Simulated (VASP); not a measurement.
Wanted: the native input for a VASP 6.6.1 run.

* Task: single point
* Functional: PBE
* Potentials or basis: VASP PAW PBE potentials, release 64 (Bi_d, Se)
* Cutoff: 520 eV
* k mesh: 6 × 6 × 6
* Occupations: fermi-dirac, width 0.05 eV
* Spin: no spin polarisation
* Dipole correction: no
* Further INCAR settings: ALGO = Normal; EDIFF = 1e-07; NBANDS = 32

The structure of Bi2Se3 lies in POSCAR:

```
Bi2Se3
1.0
    2.0715000000      1.1959810826      9.4498800000
   -2.0715000000      1.1959810826      9.4498800000
    0.0000000000     -2.3919621653      9.4498800000
Bi Se
2 3
Direct
    0.5992000000      0.5992000000      0.5992000000
    0.4008000000      0.4008000000      0.4008000000
    0.7883000000      0.7883000000      0.7883000000
    0.2117000000      0.2117000000      0.2117000000
    0.0000000000      0.0000000000      0.0000000000
```

These files were run (other wordings do the same):

INCAR

```
PREC = Accurate ; ENCUT = 520
EDIFF = 1E-7 ; ISMEAR = -1
SIGMA = 0.05 ; LREAL = False
LASPH = True ; NELM = 60
ALGO = Normal ; ISIF = 2
LWAVE = False ; LCHARG = False
GGA = PE ; NBANDS = 32
```

KPOINTS

```
regular mesh
0
Gamma
  6 6 6
```

Potentials or basis: VASP PAW PBE potentials, release 64 (Bi_d, Se).

Run with:

```console
$ cat potpaw_PBE.64/Bi_d/POTCAR potpaw_PBE.64/Se/POTCAR > POTCAR
$ mpirun -np 1 vasp_std > vasp.out
```

Results of the run:

The pressure is 3.2 GPa. The largest force is 0.289 eV/Å and the band gap on the k mesh is 0.18 eV.

Caveat: the cell stands under pressure; spin-orbit coupling is left out, which moves the levels of the heavy elements.

Wall time 5.1 min on 1 thread of Intel(R) Xeon(R) 6975P-C (Granite Rapids) (shared host), peak memory 0.74 GiB.
